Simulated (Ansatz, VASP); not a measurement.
One calculation of TiO2, two programs

Contents of INCAR:

```
SYSTEM = TiO2
  PREC = Accurate
  ENCUT = 520
  EDIFF = 1E-6
  ISMEAR = -1
  SIGMA = 0.05
  LREAL = .FALSE.
  LASPH = .TRUE.
  NELM = 100
  ALGO = Normal
  ISIF = 2
  LWAVE = .FALSE.
  LCHARG = .FALSE.
  NBANDS = 33
```

The input KPOINTS:

```
Automatic mesh
0
G
  7 7 10
  0 0 0
```

The input POSCAR:

```
TiO2
1.0
    4.5631668562      0.0000000000      0.0000000000
    0.0000000000      4.5631668562      0.0000000000
    0.0000000000      0.0000000000      2.9391403412
Ti O
2 4
Direct
    0.0000000000      0.0000000000      0.0000000000
    0.5000000000      0.5000000000      0.5000000000
    0.3060000000      0.3060000000      0.0000000000
    0.1940000000      0.8060000000      0.5000000000
    0.6940000000      0.6940000000      0.0000000000
    0.8060000000      0.1940000000      0.5000000000
```

Input for Ansatz:

```yaml
crystal:
  lattice:
    - [4.5631668562, 0.0, 0.0]
    - [0.0, 4.5631668562, 0.0]
    - [0.0, 0.0, 2.9391403412]
  atoms:
    - { symbol: Ti, position: [0.0, 0.0, 0.0] }
    - { symbol: Ti, position: [0.5, 0.5, 0.5] }
    - { symbol: O, position: [0.306, 0.306, 0.0] }
    - { symbol: O, position: [0.194, 0.806, 0.5] }
    - { symbol: O, position: [0.694, 0.694, 0.0] }
    - { symbol: O, position: [0.806, 0.194, 0.5] }
kpoints:
  mp_grid: { grid: [7, 7, 10] }
  band_path:
    path:
      - [0.0, 0.0, 0.0]
      - [0.0, 0.5, 0.0]
      - [0.5, 0.5, 0.0]
      - [0.0, 0.0, 0.0]
      - [0.0, 0.0, 0.5]
      - [0.0, 0.5, 0.5]
      - [0.5, 0.5, 0.5]
      - [0.0, 0.0, 0.5]
      - [0.0, 0.5, 0.0]
    npoints: 5
scf:
  occupations: { method: fermi_dirac, width: 0.05 }
hamiltonian:
  xc: lda
  pseudopotentials: { kind: all_electron, lapw: { basis_error: 0.0005 } }
output:
  forces: true
  stress: true
  eigenvalues: true
```

Change from the starting cell: volume scaled by 0.98.

Alike in both runs: task single point; functional LDA; k mesh 7 × 7 × 10; occupations fermi-dirac, width 0.05 eV; no spin polarisation.

|  | VASP | Ansatz |
| --- | --- | --- |
| version | VASP 6.6.1 | Ansatz 0.2.0 |
| potentials or method | VASP PAW LDA potentials, release 64 (Ti_sv, O), cutoff 520 eV | all-electron LAPW, scalar-relativistic |

```tsv
	VASP	Ansatz	Ansatz less VASP
gap on the k mesh at the Fermi level (eV)	1.87	1.90	+0.024
pressure (GPa)	-1.9	-2.9	-0.98
traceless stress, the component that is largest in VASP (GPa)	-0.92	-1.22	-0.302
rms of the force components (eV/Å)	0.116	0.099	-0.0171
```

LDA's correlation is that of Perdew and Zunger in VASP and of Perdew and Wang (1992) in Ansatz. Atom by atom the forces differ by 0.017 eV/Å (rms over components). Ansatz ran all-electron here, and VASP with PAW potentials.
